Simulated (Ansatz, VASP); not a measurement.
**F: VASP beside Ansatz**

```
F
1.0
     3.23890   -1.86151   -0.24981
     3.23890    1.86151   -0.24981
    -2.43541    0.00000    7.45483
F
4
Direct
  0.08485 0.08485 0.09800
  0.91515 0.91515 0.90200
  0.50157 0.50157 0.59372
  0.49843 0.49843 0.40628
```

Alike in both runs: task single point; functional PBEsol; k mesh 4 × 4 × 2; occupations gaussian, width 0.05 eV; no spin polarisation.

```csv
,VASP,Ansatz
version,VASP 6.6.1,Ansatz 0.2.0
potentials or method,"VASP PAW PBE potentials, release 64 (F), cutoff 520 eV","scalar-relativistic, plane waves, PAW"
valence electrons in the cell,28,28
```

```tsv
	VASP	Ansatz	Ansatz less VASP
gap on the k mesh at the Fermi level (eV)	2.13	2.19	+0.057
least direct gap on the mesh (eV)	2.21	2.27	+0.057
pressure (GPa)	-4.5	-4.5	-0.08
traceless stress, the component that is largest in VASP (GPa)	-6.19	-7.04	-0.850
rms of the force components (eV/Å)	1.249	1.398	+0.1496
```

VASP's potentials were made for PBE, not for PBEsol. Atom by atom the forces differ by 0.160 eV/Å (rms over components).

The k mesh is coarse, so the values compare programs but aren't converged.
